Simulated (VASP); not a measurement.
Write the native input for VASP 6.6.1 that does the following.

```yaml
Task: single point
Functional: HSE06
Potentials_or_basis: VASP PAW PBE potentials, release 64 (Pb_d)
Cutoff: 520 eV
k_mesh: 6 × 6 × 6
Occupations: fermi-dirac, width 0.05 eV
Spin: no spin polarisation
Dipole_correction: no
Grid_for_exact_exchange_PRECFOCK: Normal
Further_INCAR_settings: ALGO = Normal; EDIFF = 1e-07; NBANDS = 13
Screening_parameter: 0.2079 1/Å
```

Pb:

```
Pb
1.0
     0.00000    2.52356    2.52356
     2.52356    0.00000    2.52356
     2.52356    2.52356    0.00000
Pb
1
Direct
  0.00000 0.00000 0.00000
```

These files were run (other wordings do the same):

POSCAR

```
Pb
1.0
    0.0000000000      2.5235621278      2.5235621278
    2.5235621278      0.0000000000      2.5235621278
    2.5235621278      2.5235621278      0.0000000000
Pb
1
Direct
    0.0000000000      0.0000000000      0.0000000000
```

INCAR.step1

```
SYSTEM = Pb
PREC = Accurate ; ENCUT = 520
EDIFF = 1E-5 ; ISMEAR = -1
SIGMA = 0.05 ; LREAL = .FALSE.
LASPH = .TRUE. ; NELM = 60
ALGO = Normal ; ISIF = 2
LWAVE = .TRUE. ; LCHARG = .FALSE.
NBANDS = 13 ; GGA = PE
```

INCAR.step2

```
SYSTEM = Pb
PREC = Accurate ; ENCUT = 520
EDIFF = 1E-7 ; ISMEAR = -1
SIGMA = 0.05 ; LREAL = .FALSE.
LASPH = .TRUE. ; NELM = 60
ALGO = Normal ; ISIF = 2
LWAVE = .FALSE. ; LCHARG = .FALSE.
GGA = PE ; LHFCALC = .TRUE.
HFSCREEN = 0.2079 ; PRECFOCK = Normal
NBANDS = 13 ; ISTART = 1
```

KPOINTS

```
regular mesh
0
G
  6 6 6
  0 0 0
```

Potentials or basis: VASP PAW PBE potentials, release 64 (Pb_d).

Command:

```sh
$ cat potpaw_PBE.64/Pb_d/POTCAR > POTCAR
$ cp INCAR.step1 INCAR
$ mpirun -np 1 vasp_std > vasp.out
$ cp INCAR.step2 INCAR
$ mpirun -np 1 vasp_std > vasp.out
```

Results of the run:

```
Pressure               : -0.7 GPa
Band gap on the k mesh : zero (band 7 reaches 14.29 eV, above the bottom of band 8 at 4.94 eV)
```

Caveat: the PAW data sets were made with another functional, which shifts forces and pressure a little; spin-orbit coupling is left out, which moves the levels of the heavy elements.

Wall time 37 min on 1 thread of Oxide Virtual Turin-like Processor (shared host), peak memory 0.23 GiB.
